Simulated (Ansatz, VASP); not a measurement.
## Al: VASP beside Ansatz

```
CELL_PARAMETERS angstrom
4.49160 0.00000 0.00000
-2.24580 3.88984 0.00000
0.00000 0.00000 2.72260
ATOMIC_POSITIONS crystal
Al 0.33333 0.66667 0.00000
Al 0.66667 0.33333 0.00000
```

Alike in both runs: functional PBEsol; k mesh 7 × 7 × 10; occupations fermi-dirac, width 0.05 eV; no spin polarisation.

|  | VASP | Ansatz |
| --- | --- | --- |
| version | VASP 6.6.1 | Ansatz 0.2.0 |
| potentials or method | VASP PAW PBE potentials, release 64 (Al) | Ansatz PAW |
| plane-wave cutoff (eV) | 520 | 420 |
| valence electrons in the cell | 6 | 6 |
| task | single point | band structure |

```tsv
	VASP	Ansatz	Ansatz less VASP
gap on the k mesh at the Fermi level (eV)	none	none	-
pressure (GPa)	0.6	0.5	-0.06
traceless stress, the component that is largest in VASP (GPa)	-0.81	-0.80	+0.009
```

VASP's potentials were made for PBE, not for PBEsol. A gap of «none» marks a metal or a gap that the smearing closes.
